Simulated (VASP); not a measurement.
Runs of VASP 6.6.1 on PbS. The cells are those of the table. 

```csv
level,cell,smearing,gap on the mesh (eV),pressure (GPa),largest force (eV/Å)
PBEsol,"a = 8.460, b = 8.460, c = 5.999 Å, 16 atoms",fermi-dirac 0.026 eV,(c),-0.9,0.50
PBE,"a = 8.715, b = 8.715, c = 6.181 Å, 16 atoms",fermi-dirac 0.112 eV,0.60,(a),1.73
PBE,"a = 8.439, b = 8.439, c = 5.984 Å, 16 atoms",fermi-dirac 0.112 eV,0.36,2.8,(b)
PBE,"a = 8.572, b = 8.572, c = 6.079 Å, 16 atoms",fermi-dirac 0.112 eV,0.56,(d),2.02
```

Alike in all rows: task single point; potentials or basis VASP PAW PBE potentials, release 64 (Pb_d, S); no spin polarisation; k mesh 2 × 2 × 2; cutoff (eV) 520.

**Question.** Fill in the values left out.

**Answer.** (a) 0.2; (b) 1.33; (c) 0.39; (d) 2.0.

Caveats: all runs use coarse meshes; spin-orbit coupling is left out, which moves the levels of the heavy elements; forces of over 1 eV/Å act on the atoms, so gaps and moduli don't describe the material at rest (some runs); the PAW data sets were made with another functional, which shifts forces and pressure a little (some runs).

A k mesh can miss the band edges, and the runs leave out spin-orbit coupling on Pb.
